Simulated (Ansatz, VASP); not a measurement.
**Two plane-wave programs on Al4Si**

INCAR

```
ALGO = Normal ; DIPOL = 0.5 0.5 0.500
EDIFF = 1E-6 ; ENCUT = 520
GGA = CA ; IDIPOL = 3
ISIF = 2 ; ISMEAR = -1
LASPH = True ; LCHARG = True
LDIPOL = True ; LELF = True
LREAL = False ; LVACPOTAV = True
LVHAR = True ; LWAVE = False
NBANDS = 16 ; NELM = 80
PREC = Accurate ; SIGMA = 0.08
```

File KPOINTS:

```
k-points
0
Gamma
  14 10 1
```

Contents of POSCAR:

```
Al4Si
1.0
    2.8165331402      0.0000000000      0.0000000000
    0.0000000000      3.9831793658      0.0000000000
    0.0000000000      0.0000000000     21.6331000000
Al Si
4 1
Direct
    0.0000000000      0.0000000000      0.3733999872
    0.5000000000      0.5000000000      0.4349024041
    0.5000000000      0.5000000000      0.5650975959
    0.0000000000      0.0000000000      0.6266000129
    0.0000000000      0.0000000000      0.5000000000
```

Input for Ansatz:

```yaml
crystal:
  lattice:
    - [2.8165331402, 0.0, 0.0]
    - [0.0, 3.9831793658, 0.0]
    - [0.0, 0.0, 21.6331]
  atoms:
    - { symbol: Al, position: [0.0, 0.0, 0.3733999872] }
    - { symbol: Al, position: [0.5, 0.5, 0.4349024041] }
    - { symbol: Si, position: [0.0, 0.0, 0.5] }
    - { symbol: Al, position: [0.5, 0.5, 0.5650975959] }
    - { symbol: Al, position: [0.0, 0.0, 0.6266000129] }
kpoints:
  mp_grid: { grid: [14, 10, 1] }
scf:
  occupations: { method: fermi_dirac, width: 0.08 }
hamiltonian:
  xc: lda
  pseudopotentials: { kind: paw }
output:
  forces: true
  stress: true
  eigenvalues: true
efield:
  axis: 3
  amplitude: 0
  dipole_correction: true
```

Alike in both runs: task single point; functional LDA; k mesh 14 × 10 × 1; occupations fermi-dirac, width 0.08 eV; no spin polarisation.

|  | VASP | Ansatz |
| --- | --- | --- |
| version | VASP 6.6.1 | Ansatz 0.2.0 |
| potentials or method | VASP PAW LDA potentials, release 64 (Al, Si) | PAW with Ansatz's default frozen-core files, scalar-relativistic |
| plane-wave cutoff (eV) | 520 | 420 |
| valence electrons in the cell | 16 | 16 |

|  | VASP | Ansatz | Ansatz less VASP |
| --- | --- | --- | --- |
| rms of the force components (eV/Å) | 0.120 | 0.121 | +0.0011 |

LDA's correlation is that of Perdew and Zunger in VASP and of Perdew and Wang (1992) in Ansatz.
